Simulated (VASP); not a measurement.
Wanted: the native input for a VASP 6.6.1 run.

* Task: single point
* Functional: PBE
* Potentials or basis: VASP PAW PBE potentials, release 64 (Cd, Se)
* Cutoff: 520 eV
* k mesh: 10 × 10 × 10
* Occupations: gaussian, width 0.05 eV
* Spin: no spin polarisation
* Dipole correction: no
* Further INCAR settings: ALGO = Normal; EDIFF = 1e-06; NBANDS = 16

The structure of CdSe lies in POSCAR:

```
CdSe
1.0
    0.0000000000      3.4082561409      3.0984146735
    3.0984146735      0.0000000000      3.0984146735
    3.0984146735      3.4082561409      0.0000000000
Cd Se
1 1
Direct
    0.0000000000      0.0000000000      0.0000000000
    0.7500000000      0.7500000000      0.7500000000
```

This cell differs from its parent crystal: engineering shear strain xz +0.0000, normal strain along z +0.1000.

The input as run:

INCAR

```
SYSTEM = CdSe
ALGO = Normal ; EDIFF = 1E-6
ENCUT = 520 ; GGA = PE
ISIF = 2 ; ISMEAR = 0
LASPH = .TRUE. ; LCHARG = .FALSE.
LREAL = .FALSE. ; LWAVE = .FALSE.
NBANDS = 16 ; NELM = 80
PREC = Accurate ; SIGMA = 0.05
```

KPOINTS

```
k-points
0
G
  10 10 10
  0 0 0
```

Potentials or basis: VASP PAW PBE potentials, release 64 (Cd, Se).

Command:

```bash
$ cat potpaw_PBE.64/Cd/POTCAR potpaw_PBE.64/Se/POTCAR > POTCAR
$ mpirun -np 1 vasp_std > vasp.out
```

Results of the run:

| Item | Value |
| --- | --- |
| Pressure | -3.4 GPa |
| Band gap on the k mesh | 0.16 eV |

Caveat: the cell differs from its parent crystal (engineering shear strain xz +0.0000, normal strain along z +0.1000); the cell stands under tension; semilocal functionals underestimate gaps, and a narrow one can read as zero.

Wall time 2.3 min on 1 thread of Intel Xeon 8259CL, with other jobs on the host, peak memory 0.28 GiB.
